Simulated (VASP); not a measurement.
# Cu (I4/mmm) in VASP: single point with r2SCAN

Aim: the single point of Cu with r2SCAN.

All numbers are computed with VASP 6.6.1; they aren't measurements. Logs are shortened: lines on timing, memory, paths and dates and some standing lists are left out, and cuts for length are marked.

### Step 1. The cell of the first run

Symmetry: I4/mmm, No. 139, tetragonal system. Conventional cell: a = 2.886 Å, b = 2.886 Å, c = 2.752 Å, α = 90.00°, β = 90.00°, γ = 90.00°. Cu (site symmetry 4/mmm) has 14 Cu at 2.46 to 2.89 Å within 3.2 Å.

### Step 2. Single point, r2SCAN

File POSCAR:

```
Cu
1.0
   -1.4427930000      1.4427930000      1.3760810000
    1.4427930000     -1.4427930000      1.3760810000
    1.4427930000      1.4427930000     -1.3760810000
Cu
1
Direct
    0.0000000000      0.0000000000      0.0000000000
```

File INCAR.step1:

```
SYSTEM = Cu
  PREC = Accurate
  ENCUT = 520
  ISMEAR = 0
  SIGMA = 0.1
  LREAL = .FALSE.
  LASPH = .TRUE.
  NELM = 100
  NBANDS = 12
  GGA = PE
  ALGO = Normal
  EDIFF = 1E-4
  LWAVE = .TRUE.
  LCHARG = .FALSE.
```

File INCAR.step2:

```
SYSTEM = Cu
  PREC = Accurate
  ENCUT = 520
  EDIFF = 1E-6
  ISMEAR = 0
  SIGMA = 0.1
  LREAL = .FALSE.
  LASPH = .TRUE.
  NELM = 100
  ALGO = Normal
  ISIF = 2
  LWAVE = .FALSE.
  LCHARG = .FALSE.
  METAGGA = R2SCAN
  LMIXTAU = .TRUE.
  NBANDS = 12
  ISTART = 1
```

File KPOINTS:

```
regular mesh
0
G
  15 15 15
  0 0 0
```

Potentials or basis: VASP PAW PBE potentials, release 64 (Cu).

Launch:

```bash
$ cat potpaw_PBE.64/Cu/POTCAR > POTCAR
$ cp INCAR.step1 INCAR
$ mpirun -np 1 vasp_std > vasp.out
$ cp INCAR.step2 INCAR
$ mpirun -np 1 vasp_std > vasp.out
```

OUTCAR:

```text
SYSTEM = Cu
   PREC = Accurate
   ENCUT = 520
   EDIFF = 1E-6
   ISMEAR = 0
   LREAL = .FALSE.
   LASPH = .TRUE.
   NELM = 100
   ISIF = 2
   METAGGA = R2SCAN
   ISTART = 1

 ion  position               nearest neighbor table
   1  0.000  0.000  0.000-

  LATTYP: Found a body centered tetragonal cell.
 ALAT       =     2.8855860000
 C/A-ratio  =     0.9537619049

  Lattice vectors:

 A1 = (  -1.4427930000,   1.4427930000,   1.3760810000)
 A2 = (   1.4427930000,  -1.4427930000,   1.3760810000)
 A3 = (   1.4427930000,   1.4427930000,  -1.3760810000)

Analysis of symmetry for initial positions (statically):
=====================================================================
 Subroutine PRICEL returns:
 Original cell was already a primitive cell.

 Routine SETGRP: Setting up the symmetry group for a
 body centered tetragonal supercell.

 Subroutine GETGRP returns: Found 16 space group operations
 (whereof 16 operations were pure point group operations)
 out of a pool of 16 trial point group operations.

The static configuration has the point symmetry D_4h.

Analysis of symmetry for dynamics (positions and initial velocities):
=====================================================================
 Subroutine PRICEL returns:
 Original cell was already a primitive cell.

 Routine SETGRP: Setting up the symmetry group for a
 body centered tetragonal supercell.

 Subroutine GETGRP returns: Found 16 space group operations
 (whereof 16 operations were pure point group operations)
 out of a pool of 16 trial point group operations.

The dynamic configuration has the point symmetry D_4h.

 Subroutine INISYM returns: Found 16 space group operations
 (whereof 16 operations are pure point group operations),
 and found     1 'primitive' translations

----------------------------------------------------------------------------------------

                                     Primitive cell

  volume of cell :      11.4581

  direct lattice vectors                    reciprocal lattice vectors
    -1.442793000  1.442793000  1.376081000     0.000000000  0.346550060  0.363350704
     1.442793000 -1.442793000  1.376081000     0.346550060  0.000000000  0.363350704
     1.442793000  1.442793000 -1.376081000     0.346550060  0.346550060  0.000000000

  length of vectors
     2.461077447  2.461077447  2.461077447     0.502116199  0.502116199  0.490095794

  position of ions in fractional coordinates (direct lattice)
     0.000000000  0.000000000  0.000000000

  ion indices of the primitive-cell ions
   primitive index   ion index
                 1           1

----------------------------------------------------------------------------------------

 KPOINTS: regular mesh

Automatic generation of k-mesh.
 Grid dimensions read from file:
 generate k-points for:   15   15   15

 Generating k-lattice:

  Cartesian coordinates                     Fractional coordinates (reciprocal lattice)
     0.000000000  0.023103337  0.024223380     0.066666667  0.000000000  0.000000000
     0.023103337  0.000000000  0.024223380     0.000000000  0.066666667  0.000000000
     0.023103337  0.023103337  0.000000000     0.000000000  0.000000000  0.066666667

  Length of vectors
     0.033474413  0.033474413  0.032673053

  Shift w.r.t. Gamma in fractional coordinates (k-lattice)
     0.000000000  0.000000000  0.000000000

 Subroutine IBZKPT returns following result:
 ===========================================

 Found    288 irreducible k-points:

 Following reciprocal coordinates:
            Coordinates               Weight
  0.000000  0.000000  0.000000      1.000000
  0.066667 -0.000000  0.000000      8.000000
  0.133333  0.000000  0.000000      8.000000
  0.200000  0.000000 -0.000000      8.000000
  0.266667  0.000000  0.000000      8.000000
  0.333333 -0.000000  0.000000      8.000000
[... 16 lines left out ...]
  0.133333  0.133333  0.000000      8.000000
  0.200000  0.133333  0.000000     16.000000
 [... further k-points ...]
   k-points           NKPTS =    288   k-points in BZ     NKDIM =    288   number of bands    NBANDS=     12
   number of dos      NEDOS =    301   number of ions     NIONS =      1
   total plane-waves  NPLWV =   5832
   dimension x,y,z NGX =    18 NGY =   18 NGZ =   18
   dimension x,y,z NGXF=    36 NGYF=   36 NGZF=   36
   ions per type =               1
   NGX,Y,Z   is equivalent  to a cutoff of  12.16, 12.16, 12.16 a.u.
   NGXF,Y,Z  is equivalent  to a cutoff of  24.32, 24.32, 24.32 a.u.
 SYSTEM =  Cu
   PREC   = accura    normal or accurate (medium, high low for compatibility)
   ISTART =      1    job   : 0-new  1-cont  2-samecut
   ICHARG =      0    charge: 1-file 2-atom 10-const
   ISPIN  =      1    spin polarized calculation?
   LNONCOLLINEAR =      F non collinear calculations
   LSORBIT =      F    spin-orbit coupling
   LASPH  =      T    aspherical Exc in radial PAW
   ENCUT  =  520.0 eV  38.22 Ry    6.18 a.u.   4.58  4.58  4.58*2*pi/ulx,y,z
   NELM   =    100;   NELMIN=  2; NELMDL=  0     # of ELM steps
   EDIFF  = 0.1E-05   stopping-criterion for ELM
   LREAL  =      F    real-space projection
   EDIFFG = 0.1E-04   stopping-criterion for IOM
   NSW    =      0    number of steps for IOM
   IBRION =     -1    ionic relax: 0-MD 1-quasi-New 2-CG
   NFREE  =      0    steps in history (QN), initial steepest desc. (CG)
   ISIF   =      2    stress and relaxation
   ISYM   =      2    0-nonsym 1-usesym 2-fastsym
   POTIM  = 0.5000    time-step for ionic-motion
   TEBEG  =    0.0;   TEEND  =   0.0 temperature during run
   PSTRESS=    0.0 pullay stress
   NELECT =      11.0000    total number of electrons
   NUPDOWN=      -1.0000    fix difference up-down
   EMIN   =  10.00;   EMAX   =-10.00  energy-range for DOS
   EFERMI =   0.00;   METHOD = LEGACY
   ISMEAR =     0;   SIGMA  =   0.10  broadening in eV -4-tet -1-fermi 0-gaus
   EFERMI_NEDOS =   21; number of points for ismear=-14 and -15
   IALGO  =     38    algorithm
   IMIX   =      4    mixing-type and parameters
     AMIX     =   0.40;   BMIX     =  1.00
     AMIX_MAG =   1.60;   BMIX_MAG =  1.00
  volume/ion in A,a.u.               =      11.46        77.32
  Fermi-wavevector in a.u.,A,eV,Ry     =   1.614985  3.051878 35.486378  2.608175
  Thomas-Fermi vector in A             =   2.709805
   LORBIT       =      0    0 simple, 1 ext, 2 COOP (PROOUT), +10 PAW based schemes
   METAGGA = R2SCAN    functional components
   LHFCALC =     F    Hartree Fock is set to
   AEXX    =    0.0000 exact exchange contribution
   IVDW    =     0    specifies the selected vdW correction
   LEPSILON=     F    determine dielectric tensor
   LRPA    =     F    only Hartree local field effects (RPA)
 non-spin polarized calculation
 Gauss-broadening in eV      SIGMA  =   0.10
  energy-cutoff  :      520.00
  volume of cell :       11.46
 maximum number of plane-waves:       327
   NGX =  9   NGY =  9   NGZ =  9

 number of electron      10.9999998 magnetization

 Free energy of the ion-electron system (eV)
  ---------------------------------------------------
  ext. energy  EPLUGINS =         0.00000000
  ---------------------------------------------------
  free energy    TOTEN  =       -10.79562395 eV

  energy without entropy =      -10.79393668  energy(sigma->0) =      -10.79478031

 E-fermi :   7.7304     XC(G=0): -13.9521

 val. band max:        7.6658538471   @ k =  -0.3333   0.4667   0.0667
 cond. band min:       7.7363318004   @ k =  -0.3333   0.4000   0.2000
 fundamental gap:      0.0704779532
 Fermi energy:         7.7303990881

 k-point     1 :       0.0000    0.0000    0.0000
  band No.  band energies     occupation
      1      -2.1300      2.00000
      2       4.3437      2.00000
      3       4.5381      2.00000
      4       4.5384      2.00000
      5       5.4104      2.00000
      6       5.6134      2.00000
      7      33.6234      0.00000
      8      33.6234      0.00000
      9      34.9395      0.00000
     10      37.9186      0.00000
     11      38.0977      0.00000
     12      38.0979      0.00000

 k-point     2 :       0.0667   -0.0000    0.0000
  band No.  band energies     occupation
      1      -1.9450      2.00000
      2       4.3511      2.00000
      3       4.5330      2.00000
      4       4.5643      2.00000
      5       5.4105      2.00000
      6       5.5874      2.00000
      7      32.4292      0.00000
      8      33.1517      0.00000
      9      33.6713      0.00000
     10      36.0035      0.00000
     11      36.5618      0.00000
     12      37.1637      0.00000

 k-point     3 :       0.1333    0.0000    0.0000
  band No.  band energies     occupation
      1      -1.3996      2.00000
      2       4.2866      2.00000
      3       4.5059      2.00000
      4       4.7287      2.00000
      5       5.4075      2.00000
      6       5.5403      2.00000
      7      29.0813      0.00000
      8      31.8306      0.00000
      9      32.1772      0.00000
     10      33.7563      0.00000
     11      35.3210      0.00000
     12      37.3087      0.00000
[... 286 lines left out ...]
 k-point    23 :       0.1333    0.1333    0.0000
  band No.  band energies     occupation
      1       0.0013      2.00000
      2       4.1403      2.00000
      3       4.2709      2.00000
      4       5.2745      2.00000
      5       5.3565      2.00000
      6       5.6030      2.00000
      7      25.1639      0.00000
      8      25.9575      0.00000
      9      29.4151      0.00000
     10      33.7086      0.00000
     11      36.0637      0.00000
     12      37.6543      0.00000

 k-point    24 :       0.2000    0.1333    0.0000
  band No.  band energies     occupation
      1       1.0603      2.00000
      2       4.0110      2.00000
      3       4.1721      2.00000
      4       5.3318      2.00000
      5       5.6679      2.00000
      6       5.7726      2.00000
      7      21.8502      0.00000
      8      24.1535      0.00000
      9      28.0208      0.00000
     10      33.2647      0.00000
     11      36.3965      0.00000
     12      38.2387      0.00000

 [... further k-points ...]
[... 5 lines left out ...]
  --------------------------------------------------------------------------------------
  -------------------------------------------------------------------------------------
  Total        0.0739100      0.0739100      0.0628853      0.0000000      0.0000000      0.0000000
  in kB       10.3347975     10.3347975      8.7932086      0.0000000      0.0000000      0.0000000
  external PRESSURE =       9.8209345 kB  Pullay stress =       0.0000000 kB

 VOLUME and BASIS-vectors are now :
 -----------------------------------------------------------------------------
  energy-cutoff  :      520.00
  volume of cell :       11.46
      direct lattice vectors                 reciprocal lattice vectors
    -1.442793000  1.442793000  1.376081000     0.000000000  0.346550060  0.363350704
     1.442793000 -1.442793000  1.376081000     0.346550060  0.000000000  0.363350704
     1.442793000  1.442793000 -1.376081000     0.346550060  0.346550060  0.000000000

 POSITION                                       TOTAL-FORCE (eV/Angst)
 -----------------------------------------------------------------------------------
      0.00000      0.00000      0.00000        -0.000000     -0.000000      0.000000
 -----------------------------------------------------------------------------------
    total drift:                                0.000000      0.000000      0.000000

  FREE ENERGIE OF THE ION-ELECTRON SYSTEM (eV)
  ---------------------------------------------------
  free  energy   TOTEN  =       -10.7956239498 eV

  energy  without entropy=      -10.7939366791  energy(sigma->0) =      -10.79478031
```

Run time: 3.4 min. Hardware: 1 thread of Intel Xeon 8259CL, shared host; peak memory 0.15 GiB.

What came out:

* Free energy: -10.7956 eV
* Pressure: 1.0 GPa

Stress tensor (GPa, compression positive):
```
1.03 0.00 0.00
0.00 1.03 0.00
0.00 0.00 0.88
```

Caveat: the PAW data sets were made with another functional, which shifts forces and pressure a little.
